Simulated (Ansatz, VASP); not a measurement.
## Two plane-wave programs on Pb

```xyz
1
Lattice="-1.9797 1.9797 1.9797 1.9797 -1.9797 1.9797 1.9797 1.9797 -1.9797" Properties=species:S:1:pos:R:3 pbc="T T T"
Pb    0.0000    0.0000    0.0000
```

Alike in both runs: task single point; functional PBE; k mesh 9 × 9 × 9; occupations gaussian, width 0.012 eV; no spin polarisation.

```csv
,VASP,Ansatz
version,VASP 6.6.1,Ansatz 0.2.0
potentials or method,"VASP PAW PBE potentials, release 64 (Pb_d)",Ansatz PAW
plane-wave cutoff (eV),500,420
valence electrons in the cell,14,14
```

|  | VASP | Ansatz | Ansatz less VASP |
| --- | --- | --- | --- |
| gap on the k mesh at the Fermi level (eV) | none | none | - |
| pressure (GPa) | 0.7 | 0.7 | +0.05 |

A gap of «none» marks a metal or a gap that the smearing closes.

Spin-orbit coupling is off throughout.
